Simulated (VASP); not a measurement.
Set up this calculation in VASP 6.6.1, as the native input.

| Property | Result |
| --- | --- |
| Task | single point |
| Functional | revPBE |
| Dispersion | D3(BJ) |
| Potentials or basis | VASP PAW PBE potentials, release 64 (P, B) |
| Cutoff | 520 eV |
| k mesh | 10 × 10 × 10 |
| Occupations | fermi-dirac, width 0.05 eV |
| Spin | no spin polarisation |
| Dipole correction | no |
| Further INCAR settings | ALGO = Normal; EDIFF = 1e-06; NBANDS = 11 |

The structure of BP lies in POSCAR:

```
BP
1.0
    0.0000000000      2.2537713532      2.2537713532
    2.2537713532      0.0000000000      2.2537713532
    2.2537713532      2.2537713532      0.0000000000
P B
1 1
Direct
    0.7500000000      0.7500000000      0.7500000000
    0.0000000000      0.0000000000      0.0000000000
```

The input as run:

INCAR

```
SYSTEM = BP
PREC = Accurate
ENCUT = 520
EDIFF = 1E-6
ISMEAR = -1
SIGMA = 0.05
LREAL = .False.
LASPH = .True.
NELM = 80
ALGO = Normal
ISIF = 2
LWAVE = .False.
LCHARG = .False.
GGA = RE
IVDW = 12
NBANDS = 11
```

KPOINTS

```
Automatic mesh
0
Gamma
  10 10 10
  0 0 0
```

Potentials or basis: VASP PAW PBE potentials, release 64 (P, B).

The run is started by

```sh
$ cat potpaw_PBE.64/P/POTCAR potpaw_PBE.64/B/POTCAR > POTCAR
$ mpirun -np 1 vasp_std > vasp.out
```

It gave:

| Quantity | Value |
| --- | --- |
| Pressure | -3.0 GPa |
| Band gap on the k mesh | 1.21 eV, indirect (least direct gap 3.42 eV) |
| Dispersion energy per atom | -0.666 eV |

Caveat: the PAW data sets were made with another functional, which shifts forces and pressure a little.

Run time: 21 s on 1 thread of AMD EPYC 7R13, on a shared host, peak memory 0.12 GiB.
